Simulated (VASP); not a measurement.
AlN:

```
CELL_PARAMETERS angstrom
3.17261 0.00000 0.00000
-1.58631 2.74756 0.00000
0.00000 0.00000 5.16651
ATOMIC_POSITIONS crystal
Al 0.66667 0.33333 0.49911
Al 0.33333 0.66667 0.99911
N 0.66667 0.33333 0.87589
N 0.33333 0.66667 0.37589
```

| Quantity | Value |
| --- | --- |
| Program | VASP 6.6.1 |
| Task | relaxation of cell and atoms |
| Functional | r2SCAN |
| Potentials or basis | VASP PAW PBE potentials, release 64 (Al, N) |
| Cutoff | 600 eV |
| k mesh | 6 × 6 × 4 |
| Occupations | gaussian, width 0.1 eV |
| Spin | no spin polarisation |

At the start: pressure -14.5 GPa; volume 11.26 Å³/atom.

**Question.** Where does the relaxation end?

**Answer.** Over 6 steps the energy falls by 43.9 meV/atom and the volume is 10.38 Å³/atom (-7.8 %); space group P6_3mc (No. 186, to 0.05 Å).

The path:
| step | energy change (eV) | largest force (eV/Å) | pressure (GPa) | volume (Å³) |
| --- | --- | --- | --- | --- |
| 1 | 0.0000 | 0.1229 | -14.51 | 45.04 |
| 2 | -0.0267 | 0.1295 | 17.39 | 38.71 |
| 3 | -0.1713 | 0.1167 | -0.05 | 41.58 |
| 4 | -0.1713 | 0.1168 | 0.29 | 41.52 |
| 5 | -0.1748 | 0.0526 | 0.17 | 41.52 |
| 6 | -0.1755 | 0.0116 | 0.08 | 41.53 |

Final structure:
```
Al N
1.0
     3.10483    0.00000    0.00000
    -1.55241    2.68886    0.00000
     0.00000    0.00000    4.97432
Al N
2 2
Direct
  0.66667 0.33333 0.49677
  0.33333 0.66667 0.99677
  0.66667 0.33333 0.87823
  0.33333 0.66667 0.37823
```

Caveat: the PAW data sets were made with another functional, which shifts forces and pressure a little; the relaxation stopped at a loose force limit of 0.05 eV/Å, so its end isn't a converged minimum.
